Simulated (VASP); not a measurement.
Set up this calculation in VASP 6.6.1, as the native input.

| Quantity | Value |
| --- | --- |
| Task | single point |
| Functional | RPBE |
| Potentials or basis | VASP PAW PBE potentials, release 64 (Bi_d, S) |
| Cutoff | 520 eV |
| k mesh | 7 × 7 × 7 |
| Occupations | fermi-dirac, width 0.05 eV |
| Spin | no spin polarisation |
| Dipole correction | no |
| Further INCAR settings | ALGO = Normal; EDIFF = 1e-07; NBANDS = 18 |

The structure of BiS lies in POSCAR:

```
BiS
1.0
    4.0029443400      0.0000000000      0.0000000000
    0.0000000000      4.0029443400      0.0000000000
    0.0000000000      0.0000000000      4.0029443400
Bi S
1 1
Direct
    0.5000000000      0.5000000000      0.5000000000
    0.0000000000      0.0000000000      0.0000000000
```

The input as run:

INCAR

```
SYSTEM = BiS
PREC = Accurate
ENCUT = 520
EDIFF = 1E-7
ISMEAR = -1
SIGMA = 0.05
LREAL = .False.
LASPH = .True.
NELM = 100
ALGO = Normal
ISIF = 2
LWAVE = .False.
LCHARG = .False.
GGA = RP
NBANDS = 18
```

KPOINTS

```
Automatic mesh
0
Gamma
  7 7 7
  0 0 0
```

Potentials or basis: VASP PAW PBE potentials, release 64 (Bi_d, S).

Run with:

```console
$ cat potpaw_PBE.64/Bi_d/POTCAR potpaw_PBE.64/S/POTCAR > POTCAR
$ mpirun -np 1 vasp_std > vasp.out
```

Results of the run:

The pressure is -9.7 GPa.

Caveat: the PAW data sets were made with another functional, which shifts forces and pressure a little.

Run time: 17 s on 1 thread of Intel(R) Xeon(R) Platinum 8375C CPU @ 2.90GHz (Ice Lake), on a shared host, peak memory 0.17 GiB.
